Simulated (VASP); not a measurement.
## FePt: single point with LDA

The system is FePt.

```xyz
2
Lattice="2.7415 0.0000 0.0000 0.0000 2.7415 0.0000 0.0000 0.0000 3.7446" Properties=species:S:1:pos:R:3 pbc="T T T"
Pt    1.3708    1.3708    1.8723
Fe    0.0000    0.0000    0.0000
```

```
Program             : VASP 6.6.1
Task                : single point
Functional          : LDA
Potentials or basis : VASP PAW LDA potentials, release 64 (Pt, Fe)
Cutoff              : 520 eV
k mesh              : 10 × 10 × 7
Occupations         : fermi-dirac, width 0.05 eV
Spin                : collinear spin, ferromagnetic start
Starting moments    : [0.0, 3.0] μB
```

| Item | Value |
| --- | --- |
| Pressure | -16.3 GPa |
| Net moment | 3.21 μB per cell |
| Site moments | Pt +0.34; Fe +2.82 μB |
| Valence electrons inside the program's atomic spheres | Pt 9.37; Fe 6.98 |

Stress tensor (GPa, compression positive):
```
-16.80   0.00   0.00
  0.00 -16.80   0.00
  0.00   0.00 -15.42
```

Levels at points of the mesh, in eV from the Fermi level:
Spin up:
```tsv
k point	band 7	band 8	band 9	band 10	band 11	band 12	band 13	band 14	band 15	band 16
(0.00, 0.00, 0.00)	-1.88	-1.69	-0.44	-0.28	-0.28	2.27	9.61	11.51	11.51	17.12
(0.50, 0.00, 0.00)	-2.60	-2.23	-1.91	-1.58	0.28	1.98	10.38	10.43	12.33	13.10
(0.50, 0.50, 0.00)	-0.40	-0.33	-0.33	0.54	1.60	1.60	7.45	9.87	10.81	12.21
```
Spin down:
```tsv
k point	band 4	band 5	band 6	band 7	band 8	band 9	band 10	band 11	band 12	band 13
(0.00, 0.00, 0.00)	-2.32	-2.32	-0.77	-0.74	0.44	1.45	1.58	1.58	2.57	10.37
(0.50, 0.00, 0.00)	-3.34	-2.38	-1.35	-1.16	-0.92	0.33	0.63	2.27	2.48	11.15
(0.50, 0.50, 0.00)	-4.63	0.83	1.08	1.45	1.65	1.65	1.71	1.88	1.88	8.21
```

It took 58 s on 1 thread of Intel(R) Xeon(R) Platinum 8488C (Sapphire Rapids) (shared host), peak memory 0.19 GiB.

Caveat: the cell stands under tension; spin-orbit coupling is left out, which moves the levels of the heavy elements.
